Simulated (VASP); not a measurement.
A run of VASP 6.6.1 is set up as follows.

Contents of INCAR:

```
ALGO = Normal
EDIFF = 1E-7
ENCUT = 520
ISIF = 2
ISMEAR = 0
LASPH = True
LCHARG = False
LREAL = False
LWAVE = False
NBANDS = 11
NELM = 60
PREC = Accurate
SIGMA = 0.05
```

The input KPOINTS:

```
k-points
0
Gamma
  10 10 10
```

File POSCAR:

```
AlN
1.0
    0.0000000000      2.1839935596      2.1839935596
    2.1839935596      0.0000000000      2.1839935596
    2.1839935596      2.1839935596      0.0000000000
Al N
1 1
Direct
    0.0099133237      0.0099133237      0.0099133237
    0.7500000000      0.7500000000      0.7500000000
```

Potentials or basis: VASP PAW LDA potentials, release 64 (Al, N).

Run with:

```bash
$ cat potpaw_LDA.64/Al/POTCAR potpaw_LDA.64/N/POTCAR > POTCAR
$ mpirun -np 1 vasp_std > vasp.out
```

What does it give for the pressure?

-2.4 GPa.

What does it give for the band gap on the k mesh?

3.00 eV, indirect (least direct gap 4.00 eV).

What does it give for the largest force?

0.904 eV/Å.

Forces on the atoms (eV/Å):
```
Al  -0.522 -0.522 -0.522
N    0.522  0.522  0.522
```

Caveat: the cell differs from its parent crystal (all Al atoms moved -0.075 Å, as atom 1 towards its neighbour atom 2 (N) at 1.891 Å). A k mesh can miss the band edges.
